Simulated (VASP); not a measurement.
ZrSe3, 8 atoms in the cell. The typed cell holds 8 atoms: a = 5.671 Å, b = 5.671 Å, c = 5.904 Å, α = 90.00°, β = 90.00°, γ = 108.03°. 

* Program: VASP 6.6.1
* Task: single point
* Functional: r2SCAN
* Dispersion: rVV10
* Potentials or basis: VASP PAW PBE potentials, release 64 (Zr_sv, Se)
* Cutoff: 520 eV
* k mesh: 4 × 4 × 4
* Occupations: fermi-dirac, width 0.03 eV
* Spin: no spin polarisation
* Dipole correction: no
* Further INCAR settings: ALGO = Normal; EDIFF = 1e-06; NBANDS = 40

Potentials or basis: VASP PAW PBE potentials, release 64 (Zr_sv, Se).

Run with:

```console
$ cat potpaw_PBE.64/Zr_sv/POTCAR potpaw_PBE.64/Se/POTCAR > POTCAR
$ cp INCAR.step1 INCAR
$ mpirun -np 1 vasp_std > vasp.out
$ cp INCAR.step2 INCAR
$ mpirun -np 1 vasp_std > vasp.out
```

Hardware: 1 thread of Intel(R) Xeon(R) Platinum 8375C CPU @ 2.90GHz (Ice Lake), with other jobs on the host.

**Question.** Estimate the wall time of this run.

**Answer.** Wall time 12 min on 1 thread of Intel(R) Xeon(R) Platinum 8375C CPU @ 2.90GHz (Ice Lake), on a shared host, peak memory 0.74 GiB. Counts: k points 36.
